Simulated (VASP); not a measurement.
A run of VASP 6.6.1 is set up as follows.

File INCAR:

```
SYSTEM = RbBr
PREC = Accurate ; ENCUT = 520
EDIFF = 1E-8 ; ISMEAR = -1
SIGMA = 0.03 ; LREAL = .FALSE.
LASPH = .TRUE. ; NELM = 80
ALGO = Normal ; ISIF = 2
LWAVE = .FALSE. ; LCHARG = .FALSE.
LEFG = .TRUE. ; NBANDS = 15
```

KPOINTS

```
regular mesh
0
G
  6 6 6
  0 0 0
```

Contents of POSCAR:

```
RbBr
1.0
    0.0000000000      3.4559503595      3.4559503595
    3.4559503595      0.0000000000      3.4559503595
    3.4559503595      3.4559503595      0.0000000000
Rb Br
1 1
Direct
    0.0000000000      0.0000000000      0.0000000000
    0.5000000000      0.5000000000      0.5000000000
```

Potentials or basis: VASP PAW LDA potentials, release 64 (Rb_sv, Br).

Run with:

```bash
$ cat potpaw_LDA.64/Rb_sv/POTCAR potpaw_LDA.64/Br/POTCAR > POTCAR
$ mpirun -np 1 vasp_std > vasp.out
```

(1) Estimate the band gap on the k mesh.

(2) Predict the pressure.

Results:

(1) 3.90 eV.

(2) -1.5 GPa.
